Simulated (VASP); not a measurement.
Here is a VASP 6.6.1 calculation.

File INCAR:

```
SYSTEM = Ga2O3
ALGO     = Normal         ! electronic algorithm
EDIFF    = 1E-6           ! SCF threshold, eV
ENCUT    = 520            ! plane-wave cutoff, eV
GGA      = PE             ! functional
ISIF     = 2              ! what is computed and relaxed
ISMEAR   = 0              ! smearing method
KPAR     = 4            
LASPH    = .True.         ! aspherical terms in the spheres
LCHARG   = .False.        ! write CHGCAR
LREAL    = .False.        ! projectors in reciprocal space
LWAVE    = .False.        ! write WAVECAR
NBANDS   = 55             ! bands
NELM     = 100            ! most SCF steps
PREC     = Accurate       ! precision mode
SIGMA    = 0.05           ! smearing width, eV
```

Contents of KPOINTS:

```
k-points
0
Gamma
  10 10 6
  0 0 0
```

POSCAR

```
Ga2O3
1.0
    6.4453906294     -1.5957180034      0.0114924401
    6.4453906294      1.5957180034      0.0114924401
   -1.4518187847      0.0000000000      5.7076941923
Ga O
4 6
Direct
    0.0899134338      0.0899134338      0.7947233208
    0.9100865662      0.9100865662      0.2052766792
    0.6585007301      0.6585007301      0.3141978956
    0.3414992699      0.3414992699      0.6858021044
    0.1634883775      0.1634883775      0.1092060622
    0.8365116225      0.8365116225      0.8907939378
    0.1737013130      0.1737013130      0.5643594347
    0.8262986870      0.8262986870      0.4356405653
    0.4960195697      0.4960195697      0.2566813608
    0.5039804303      0.5039804303      0.7433186392
```

Potentials or basis: VASP PAW PBE potentials, release 64 (Ga_d, O).

Run with:

```console
$ cat potpaw_PBE.64/Ga_d/POTCAR potpaw_PBE.64/O/POTCAR > POTCAR
$ mpirun -np 4 vasp_std > vasp.out
```

Problem. Estimate the band gap on the k mesh.

Solution. 1.23 eV (least direct gap 1.24 eV).

Problem. Estimate the pressure.

Solution. -10.0 GPa.

Problem. Predict the largest force.

Solution. 0.641 eV/Å.

Forces on the atoms (eV/Å):
```
Ga  -0.527  0.000 -0.364
Ga   0.527  0.000  0.364
Ga  -0.177  0.000 -0.088
Ga   0.177  0.000  0.088
O   -0.176  0.000  0.213
O    0.176  0.000 -0.213
O    0.136  0.000  0.081
O   -0.136  0.000 -0.081
O   -0.287  0.000 -0.143
O    0.287  0.000  0.143
```

Caveat: the cell differs from its parent crystal (strain +0.0350 x Voigt [1, 1, 0, 0, 0, 0]); the stress differs along the axes, from -15 to -4 GPa. A k mesh can miss the band edges.
